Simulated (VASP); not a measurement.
Set up this calculation in VASP 6.6.1, as the native input.

```yaml
Task: single point
Functional: PBEsol
Potentials_or_basis: VASP PAW PBE potentials, release 64 (Cs_sv)
Cutoff: 520 eV
k_mesh: 10 × 10 × 10
Occupations: gaussian, width 0.1 eV
Spin: no spin polarisation
Dipole_correction: no
Further_INCAR_settings: ALGO = Normal; EDIFF = 1e-06; NBANDS = 10
```

The structure of Cs lies in POSCAR:

```
Cs
1.0
   -3.0051692852      3.0051692852      3.0051692852
    3.0051692852     -3.0051692852      3.0051692852
    3.0051692852      3.0051692852     -3.0051692852
Cs
1
Direct
    0.0000000000      0.0000000000      0.0000000000
```

These files were run (other wordings do the same):

INCAR

```
SYSTEM = Cs
ALGO     = Normal         ! electronic algorithm
EDIFF    = 1E-6           ! SCF threshold, eV
ENCUT    = 520            ! plane-wave cutoff, eV
GGA      = PS             ! functional
ISIF     = 2              ! what is computed and relaxed
ISMEAR   = 0              ! smearing method
LASPH    = .True.         ! aspherical terms in the spheres
LCHARG   = .False.        ! write CHGCAR
LREAL    = .False.        ! projectors in reciprocal space
LWAVE    = .False.        ! write WAVECAR
NBANDS   = 10             ! bands
NELM     = 60             ! most SCF steps
PREC     = Accurate       ! precision mode
SIGMA    = 0.1            ! smearing width, eV
```

KPOINTS

```
k-points
0
Gamma
  10 10 10
  0 0 0
```

Potentials or basis: VASP PAW PBE potentials, release 64 (Cs_sv).

Command:

```bash
$ cat potpaw_PBE.64/Cs_sv/POTCAR > POTCAR
$ mpirun -np 1 vasp_std > vasp.out
```

It gave:

```yaml
Pressure: 0.0 GPa
```

Caveat: the PAW data sets were made with another functional, which shifts forces and pressure a little.

Wall time 22 s on 1 thread of Intel(R) Xeon(R) Platinum 8488C (Sapphire Rapids), on a shared host, peak memory 0.24 GiB.
